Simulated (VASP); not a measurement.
# AgI (F-43m) in VASP: a series of runs

Runs on AgI. Level: r2SCAN. Tasks: single point.

All numbers are computed with VASP 6.6.1; they aren't measurements. Logs are shortened: lines on timing, memory, paths and dates and some standing lists are left out, and cuts for length are marked.

## 1. The cell of the first run

It takes space group F-43m (No. 216, cubic). Conventional cell: a = 6.577 Å, b = 6.577 Å, c = 6.577 Å, α = 90.00°, β = 90.00°, γ = 90.00°. Ag (site symmetry -43m) has 4 I at 2.85 Å within 3.8 Å. Within 3.8 Å of I (site symmetry -43m) lie 4 Ag at 2.85 Å.

## 2. Single point, r2SCAN

Contents of POSCAR:

```
AgI
1.0
    0.0000000000      3.2885748994      3.2885748994
    3.2885748994      0.0000000000      3.2885748994
    3.2885748994      3.2885748994      0.0000000000
Ag I
1 1
Direct
    0.0000000000      0.0000000000      0.0000000000
    0.2500000000      0.2500000000      0.2500000000
```

Contents of INCAR.step1:

```
PREC = Accurate
ENCUT = 550
ISMEAR = 0
SIGMA = 0.01
LREAL = False
LASPH = True
NELM = 120
NBANDS = 16
GGA = PE
ALGO = Normal
EDIFF = 1E-5
LWAVE = True
LCHARG = False
GGA_COMPAT = False
```

Contents of INCAR.step2:

```
PREC = Accurate
ENCUT = 550
EDIFF = 1E-6
ISMEAR = 0
SIGMA = 0.01
LREAL = False
LASPH = True
NELM = 120
ALGO = Normal
ISIF = 2
LWAVE = False
LCHARG = False
METAGGA = R2SCAN
LMIXTAU = True
NBANDS = 16
ISTART = 1
GGA_COMPAT = False
```

Contents of KPOINTS:

```
regular mesh
0
Gamma
  6 6 6
```

Potentials or basis: VASP PAW PBE potentials, release 64 (Ag, I).

On the command line:

```bash
cat potpaw_PBE.64/Ag/POTCAR potpaw_PBE.64/I/POTCAR > POTCAR
cp INCAR.step1 INCAR
mpirun -np 1 vasp_std > vasp.out
cp INCAR.step2 INCAR
mpirun -np 1 vasp_std > vasp.out
```

OUTCAR:

```text
PREC = Accurate
   ENCUT = 550
   EDIFF = 1E-6
   ISMEAR = 0
   LREAL = False
   LASPH = True
   NELM = 120
   ISIF = 2
   METAGGA = R2SCAN
   ISTART = 1

 ion  position               nearest neighbor table
   1  0.000  0.000  0.000-   2 2.85   2 2.85   2 2.85   2 2.85
   2  0.250  0.250  0.250-   1 2.85   1 2.85   1 2.85   1 2.85

  LATTYP: Found a face centered cubic cell.
 ALAT       =     6.5771497988

  Lattice vectors:

 A1 = (   0.0000000000,   3.2885748994,   3.2885748994)
 A2 = (   3.2885748994,   0.0000000000,   3.2885748994)
 A3 = (   3.2885748994,   3.2885748994,   0.0000000000)

Analysis of symmetry for initial positions (statically):
=====================================================================
 Subroutine PRICEL returns:
 Original cell was already a primitive cell.

 Routine SETGRP: Setting up the symmetry group for a
 face centered cubic supercell.

 Subroutine GETGRP returns: Found 24 space group operations
 (whereof 24 operations were pure point group operations)
 out of a pool of 48 trial point group operations.

The static configuration has the point symmetry T_d .

Analysis of symmetry for dynamics (positions and initial velocities):
=====================================================================
 Subroutine PRICEL returns:
 Original cell was already a primitive cell.

 Routine SETGRP: Setting up the symmetry group for a
 face centered cubic supercell.

 Subroutine GETGRP returns: Found 24 space group operations
 (whereof 24 operations were pure point group operations)
 out of a pool of 48 trial point group operations.

The dynamic configuration has the point symmetry T_d .

 Subroutine INISYM returns: Found 24 space group operations
 (whereof 24 operations are pure point group operations),
 and found     1 'primitive' translations

----------------------------------------------------------------------------------------

                                     Primitive cell

  volume of cell :      71.1301

  direct lattice vectors                    reciprocal lattice vectors
     0.000000000  3.288574899  3.288574899    -0.152041542  0.152041542  0.152041542
     3.288574899  0.000000000  3.288574899     0.152041542 -0.152041542  0.152041542
     3.288574899  3.288574899  0.000000000     0.152041542  0.152041542 -0.152041542

  length of vectors
     4.650747224  4.650747224  4.650747224     0.263343676  0.263343676  0.263343676

  position of ions in fractional coordinates (direct lattice)
     0.000000000  0.000000000  0.000000000
     0.250000000  0.250000000  0.250000000

  ion indices of the primitive-cell ions
   primitive index   ion index
                 1           1
                 2           2

----------------------------------------------------------------------------------------

 KPOINTS: regular mesh

Automatic generation of k-mesh.
 Grid dimensions read from file:
 generate k-points for:    6    6    6

 Generating k-lattice:

  Cartesian coordinates                     Fractional coordinates (reciprocal lattice)
    -0.025340257  0.025340257  0.025340257     0.166666667  0.000000000  0.000000000
     0.025340257 -0.025340257  0.025340257     0.000000000  0.166666667  0.000000000
     0.025340257  0.025340257 -0.025340257     0.000000000  0.000000000  0.166666667

  Length of vectors
     0.043890613  0.043890613  0.043890613

  Shift w.r.t. Gamma in fractional coordinates (k-lattice)
     0.000000000  0.000000000  0.000000000

 Subroutine IBZKPT returns following result:
 ===========================================

 Found     16 irreducible k-points:

 Following reciprocal coordinates:
            Coordinates               Weight
  0.000000  0.000000  0.000000      1.000000
  0.166667  0.000000  0.000000      8.000000
  0.333333  0.000000  0.000000      8.000000
  0.500000  0.000000  0.000000      4.000000
  0.166667  0.166667  0.000000      6.000000
  0.333333  0.166667  0.000000     24.000000
[... 8 lines left out ...]
 -0.333333  0.333333  0.166667     24.000000
 -0.333333  0.500000  0.166667     12.000000
   k-points           NKPTS =     16   k-points in BZ     NKDIM =     16   number of bands    NBANDS=     16
   number of dos      NEDOS =    301   number of ions     NIONS =      2
   total plane-waves  NPLWV =  46656
   dimension x,y,z NGX =    36 NGY =   36 NGZ =   36
   dimension x,y,z NGXF=    72 NGYF=   72 NGZF=   72
   ions per type =               1   1
   NGX,Y,Z   is equivalent  to a cutoff of  12.87, 12.87, 12.87 a.u.
   NGXF,Y,Z  is equivalent  to a cutoff of  25.74, 25.74, 25.74 a.u.
 SYSTEM =  unknown system
   PREC   = accura    normal or accurate (medium, high low for compatibility)
   ISTART =      1    job   : 0-new  1-cont  2-samecut
   ICHARG =      0    charge: 1-file 2-atom 10-const
   ISPIN  =      1    spin polarized calculation?
   LNONCOLLINEAR =      F non collinear calculations
   LSORBIT =      F    spin-orbit coupling
   LASPH  =      T    aspherical Exc in radial PAW
   ENCUT  =  550.0 eV  40.42 Ry    6.36 a.u.   8.89  8.89  8.89*2*pi/ulx,y,z
   NELM   =    120;   NELMIN=  2; NELMDL=  0     # of ELM steps
   EDIFF  = 0.1E-05   stopping-criterion for ELM
   LREAL  =      F    real-space projection
   EDIFFG = 0.1E-04   stopping-criterion for IOM
   NSW    =      0    number of steps for IOM
   IBRION =     -1    ionic relax: 0-MD 1-quasi-New 2-CG
   NFREE  =      0    steps in history (QN), initial steepest desc. (CG)
   ISIF   =      2    stress and relaxation
   ISYM   =      2    0-nonsym 1-usesym 2-fastsym
   POTIM  = 0.5000    time-step for ionic-motion
   TEBEG  =    0.0;   TEEND  =   0.0 temperature during run
   PSTRESS=    0.0 pullay stress
   NELECT =      18.0000    total number of electrons
   NUPDOWN=      -1.0000    fix difference up-down
   EMIN   =  10.00;   EMAX   =-10.00  energy-range for DOS
   EFERMI =   0.00;   METHOD = LEGACY
   ISMEAR =     0;   SIGMA  =   0.01  broadening in eV -4-tet -1-fermi 0-gaus
   EFERMI_NEDOS =   21; number of points for ismear=-14 and -15
   IALGO  =     38    algorithm
   IMIX   =      4    mixing-type and parameters
     AMIX     =   0.40;   BMIX     =  1.00
     AMIX_MAG =   1.60;   BMIX_MAG =  1.00
  volume/ion in A,a.u.               =      35.57       240.00
  Fermi-wavevector in a.u.,A,eV,Ry     =   1.035495  1.956801 14.588840  1.072250
  Thomas-Fermi vector in A             =   2.169841
   LORBIT       =      0    0 simple, 1 ext, 2 COOP (PROOUT), +10 PAW based schemes
   METAGGA = R2SCAN    functional components
   LHFCALC =     F    Hartree Fock is set to
   AEXX    =    0.0000 exact exchange contribution
   IVDW    =     0    specifies the selected vdW correction
   LEPSILON=     F    determine dielectric tensor
   LRPA    =     F    only Hartree local field effects (RPA)
 non-spin polarized calculation
 Gauss-broadening in eV      SIGMA  =   0.01
  energy-cutoff  :      550.00
  volume of cell :       71.13
 maximum number of plane-waves:      2100
   NGX = 17   NGY = 17   NGZ = 17

 number of electron      18.0000002 magnetization

 Free energy of the ion-electron system (eV)
  ---------------------------------------------------
  ext. energy  EPLUGINS =         0.00000000
  ---------------------------------------------------
  free energy    TOTEN  =       -46.52520689 eV

  energy without entropy =      -46.52520689  energy(sigma->0) =      -46.52520689

 E-fermi :   2.5528     XC(G=0):  -8.7603

 val. band max:        2.4562248513   @ k =   0.0000   0.0000   0.0000
 cond. band min:       4.2469980806   @ k =   0.0000   0.0000   0.0000
 fundamental gap:      1.7907732293
 Fermi energy:         2.5528134395

 k-point     1 :       0.0000    0.0000    0.0000
  band No.  band energies     occupation
      1     -10.5389      2.00000
      2      -1.6473      2.00000
      3      -1.6473      2.00000
      4      -1.6473      2.00000
      5      -0.4797      2.00000
      6      -0.4797      2.00000
[... 8 lines left out ...]
     15      12.9426      0.00000
     16      12.9426      0.00000

 k-point     2 :       0.1667    0.0000    0.0000
  band No.  band energies     occupation
      1     -10.4735      2.00000
      2      -1.6718      2.00000
      3      -1.6017      2.00000
      4      -1.6017      2.00000
      5      -0.4840      2.00000
      6      -0.4840      2.00000
[... 8 lines left out ...]
     15      12.1770      0.00000
     16      12.5316      0.00000

 k-point     3 :       0.3333    0.0000    0.0000
  band No.  band energies     occupation
      1     -10.3373      2.00000
      2      -1.6380      2.00000
      3      -1.5140      2.00000
      4      -1.5140      2.00000
      5      -0.4722      2.00000
      6      -0.4722      2.00000
[... 8 lines left out ...]
     15      12.5438      0.00000
     16      12.5438      0.00000

 k-point     4 :       0.5000    0.0000    0.0000
  band No.  band energies     occupation
      1     -10.2663      2.00000
      2      -1.5244      2.00000
      3      -1.4736      2.00000
      4      -1.4736      2.00000
      5      -0.4519      2.00000
      6      -0.4519      2.00000
[... 8 lines left out ...]
     15      13.8204      0.00000
     16      13.8204      0.00000
[... 172 lines left out ...]
 k-point    14 :       0.5000    0.3333    0.1667
  band No.  band energies     occupation
      1     -10.2463      2.00000
      2      -1.6755      2.00000
      3      -1.4059      2.00000
      4      -1.3073      2.00000
      5      -0.4870      2.00000
      6      -0.4449      2.00000
[... 8 lines left out ...]
     15      14.0938      0.00000
     16      14.5893      0.00000

 k-point    15 :      -0.3333    0.3333    0.1667
  band No.  band energies     occupation
      1     -10.1990      2.00000
      2      -1.5520      2.00000
      3      -1.3983      2.00000
      4      -1.1826      2.00000
      5      -0.5404      2.00000
      6      -0.4012      2.00000
[... 8 lines left out ...]
     15      13.8474      0.00000
     16      14.5596      0.00000

 k-point    16 :      -0.3333    0.5000    0.1667
  band No.  band energies     occupation
      1     -10.1761      2.00000
      2      -1.6909      2.00000
      3      -1.2416      2.00000
      4      -1.1492      2.00000
      5      -0.4873      2.00000
      6      -0.2494      2.00000
[... 8 lines left out ...]
     15      14.4630      0.00000
     16      14.6508      0.00000

------------------------ aborting loop because EDIFF is reached ----------------------------------------

  FORCE on cell =-STRESS in cart. coord.  units (eV):
  Direction    XX          YY          ZZ          XY          YZ          ZX
  --------------------------------------------------------------------------------------
  -------------------------------------------------------------------------------------
  Total       -0.0491805     -0.0491805     -0.0491805      0.0000000     -0.0000000      0.0000000
  in kB       -1.1077709     -1.1077709     -1.1077709      0.0000000     -0.0000000      0.0000000
  external PRESSURE =      -1.1077709 kB  Pullay stress =       0.0000000 kB

 VOLUME and BASIS-vectors are now :
 -----------------------------------------------------------------------------
  energy-cutoff  :      550.00
  volume of cell :       71.13
      direct lattice vectors                 reciprocal lattice vectors
     0.000000000  3.288574899  3.288574899    -0.152041542  0.152041542  0.152041542
     3.288574899  0.000000000  3.288574899     0.152041542 -0.152041542  0.152041542
     3.288574899  3.288574899  0.000000000     0.152041542  0.152041542 -0.152041542

 POSITION                                       TOTAL-FORCE (eV/Angst)
 -----------------------------------------------------------------------------------
      0.00000      0.00000      0.00000         0.000000      0.000000      0.000000
      1.64429      1.64429      1.64429        -0.000000     -0.000000     -0.000000
 -----------------------------------------------------------------------------------
    total drift:                               -0.000000     -0.000000     -0.000000

  FREE ENERGIE OF THE ION-ELECTRON SYSTEM (eV)
  ---------------------------------------------------
  free  energy   TOTEN  =       -46.5252068906 eV

  energy  without entropy=      -46.5252068906  energy(sigma->0) =      -46.52520689
```

It took 65 s on 1 thread of Intel Xeon 6975P-C, shared host; peak memory 0.23 GiB.

Results:

```
Free energy            : -46.5252 eV
Pressure               : -0.1 GPa
Band gap on the k mesh : 1.79 eV, direct
```

Levels at points of the mesh, in eV from the valence-band top:
| k point | band 7 | band 8 | band 9 | band 10 | band 11 | band 12 |
| --- | --- | --- | --- | --- | --- | --- |
| (0.00, 0.00, 0.00) | 0.00 | 0.00 | 0.00 | 1.79 | 6.31 | 6.31 |
| (0.50, 0.00, 0.00) | -2.81 | -0.68 | -0.68 | 3.22 | 6.71 | 6.71 |
| (0.50, 0.50, 0.00) | -2.46 | -1.70 | -1.70 | 3.98 | 4.23 | 8.85 |

Caveat: the PAW data sets were made with another functional, which shifts forces and pressure a little; spin-orbit coupling is left out, which moves the levels of the heavy elements. r2SCAN opens gaps a little over a GGA but as a rule still falls short of measured ones.

## 3. Single point, r2SCAN

POSCAR is that of step 2.

Contents of INCAR.step1:

```
SYSTEM = AgI
PREC = Accurate
ENCUT = 550
ISMEAR = 0
SIGMA = 0.01
LREAL = .False.
LASPH = .True.
NELM = 120
NBANDS = 16
GGA = PE
ALGO = Normal
EDIFF = 1E-5
LWAVE = .True.
LCHARG = .False.
GGA_COMPAT = .False.
```

Contents of INCAR.step2:

```
SYSTEM = AgI
PREC = Accurate
ENCUT = 550
EDIFF = 1E-6
ISMEAR = 0
SIGMA = 0.01
LREAL = .False.
LASPH = .True.
NELM = 120
ALGO = Normal
ISIF = 2
LWAVE = .False.
LCHARG = .False.
METAGGA = R2SCAN
LMIXTAU = .True.
NBANDS = 16
ISTART = 1
GGA_COMPAT = .False.
```

Contents of KPOINTS:

```
Automatic mesh
0
Gamma
  6 6 6
  0 0 0
```

Potentials or basis: VASP PAW PBE potentials, release 64 (Ag, I).

On the command line:

```bash
cat potpaw_PBE.64/Ag/POTCAR potpaw_PBE.64/I/POTCAR > POTCAR
cp INCAR.step1 INCAR
mpirun -np 1 vasp_std > vasp.out
cp INCAR.step2 INCAR
mpirun -np 1 vasp_std > vasp.out
```

Run time: 64 s. Hardware: 1 thread of Intel Xeon 6975P-C, shared host; peak memory 0.23 GiB.

Results (log left out):

```
Free energy            : -46.5252 eV
Pressure               : -0.1 GPa
Band gap on the k mesh : 1.79 eV, direct
```

Levels at points of the mesh, in eV from the valence-band top:
```tsv
k point	band 6	band 7	band 8	band 9	band 10	band 11	band 12	band 13
(0.00, 0.00, 0.00)	-2.94	0.00	0.00	0.00	1.79	6.31	6.31	6.31
(0.50, 0.00, 0.00)	-2.91	-2.81	-0.68	-0.68	3.22	6.71	6.71	7.45
(0.50, 0.50, 0.00)	-2.82	-2.46	-1.70	-1.70	3.98	4.23	8.85	10.18
```

Caveat: the PAW data sets were made with another functional, which shifts forces and pressure a little; spin-orbit coupling is left out, which moves the levels of the heavy elements. r2SCAN opens gaps a little over a GGA but as a rule still falls short of measured ones.

[end of part 1 of 2]
